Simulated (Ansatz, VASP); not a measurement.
## C in VASP and in Ansatz

The input INCAR:

```
SYSTEM = C
PREC     = Accurate       ! precision mode
ENCUT    = 520            ! plane-wave cutoff, eV
EDIFF    = 1E-6           ! SCF threshold, eV
ISMEAR   = 0              ! smearing method
SIGMA    = 0.05           ! smearing width, eV
LREAL    = .FALSE.        ! projectors in reciprocal space
LASPH    = .TRUE.         ! aspherical terms in the spheres
NELM     = 80             ! most SCF steps
ALGO     = Normal         ! electronic algorithm
ISIF     = 2              ! what is computed and relaxed
LWAVE    = .FALSE.        ! write WAVECAR
LCHARG   = .FALSE.        ! write CHGCAR
GGA      = PE             ! functional
NBANDS   = 11             ! bands
```

Contents of KPOINTS:

```
Automatic mesh
0
G
  12 12 12
  0 0 0
```

POSCAR

```
C
1.0
    0.0000000000      1.7418670231      1.7418670231
    1.7418670231      0.0000000000      1.7418670231
    1.7418670231      1.7418670231      0.0000000000
C
2
Direct
    0.5000000000      0.5000000000      0.5000000000
    0.7500000000      0.7500000000      0.7500000000
```

Input for Ansatz:

```yaml
crystal:
  lattice:
    - [0.0, 1.7418670231, 1.7418670231]
    - [1.7418670231, 0.0, 1.7418670231]
    - [1.7418670231, 1.7418670231, 0.0]
  atoms:
    - { symbol: C, position: [0.5, 0.5, 0.5] }
    - { symbol: C, position: [0.75, 0.75, 0.75] }
basis:
  ecutwfc: 520.0
kpoints:
  mp_grid: { grid: [12, 12, 12] }
hamiltonian:
  xc: pbe
  pseudopotentials: { kind: paw, azcp: { folder: soft_1 } }
scf:
  occupations: { method: gaussian, width: 0.05 }
output:
  forces: true
  stress: true
  eigenvalues: true
```

Alike in both runs: task single point; functional PBE; k mesh 12 × 12 × 12; occupations gaussian, width 0.05 eV; no spin polarisation.

|  | VASP | Ansatz |
| --- | --- | --- |
| version | VASP 6.6.1 | Ansatz 0.2.0 |
| potentials or method | VASP PAW PBE potentials, release 64 (C), cutoff 520 eV | scalar-relativistic, plane waves, PAW |
| valence electrons in the cell | 8 | 8 |

VASP gave:

```
gap on the k mesh at the Fermi level (eV) : 4.32
least direct gap on the mesh (eV)         : 5.79
```

Task: What did Ansatz give for the same quantities?

Result: gap on the k mesh at the Fermi level (eV): 4.33; least direct gap on the mesh (eV): 5.79.

With one functional, cell and mesh, what is left measures potentials, basis and numerics.
